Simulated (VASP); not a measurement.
Here is a VASP 6.6.1 calculation.

Contents of INCAR:

```
SYSTEM = MoS2
ALGO     = Normal         ! electronic algorithm
EDIFF    = 1E-6           ! SCF threshold, eV
ENCUT    = 520            ! plane-wave cutoff, eV
GGA      = PE             ! functional
ISIF     = 2              ! what is computed and relaxed
ISMEAR   = 0              ! smearing method
IVDW     = 12             ! dispersion correction
LASPH    = .True.         ! aspherical terms in the spheres
LCHARG   = .False.        ! write CHGCAR
LREAL    = .False.        ! projectors in reciprocal space
LWAVE    = .False.        ! write WAVECAR
NBANDS   = 20             ! bands
NELM     = 60             ! most SCF steps
PREC     = Accurate       ! precision mode
SIGMA    = 0.1            ! smearing width, eV
```

Contents of KPOINTS:

```
k-points
0
Gamma
  6 6 6
  0 0 0
```

File POSCAR:

```
MoS2
1.0
    1.5709877225      0.9070101845      5.9683049378
   -1.5709877225      0.9070101845      5.9683049378
    0.0000000000     -1.8140203689      5.9683049378
Mo S
1 2
Direct
    0.0000000000      0.0000000000      0.0000000000
    0.7558003603      0.7558003603      0.7558003603
    0.2441996397      0.2441996397      0.2441996397
```

Potentials or basis: VASP PAW PBE potentials, release 64 (Mo_sv, S).

The run is started by

```sh
$ cat potpaw_PBE.64/Mo_sv/POTCAR potpaw_PBE.64/S/POTCAR > POTCAR
$ mpirun -np 1 vasp_std > vasp.out
```

**Question.** Estimate the dispersion energy per atom.

**Answer.** -0.446 eV.

**Question.** Predict the largest force.

**Answer.** 0.005 eV/Å.

**Question.** What does it give for the pressure?

**Answer.** -0.2 GPa.

**Question.** What does it give for the band gap on the k mesh?

**Answer.** Zero (band 13 reaches 8.54 eV, above the bottom of band 14 at 8.05 eV).

Forces in eV/Å, atoms in the order of the input:
```
Mo   0.000  0.000  0.000
S    0.000  0.000 -0.005
S    0.000  0.000  0.005
```

Caveat: the k points lie up to 0.39 Å⁻¹ apart; pairwise dispersion overbinds metals, which lowers pressure and volume.
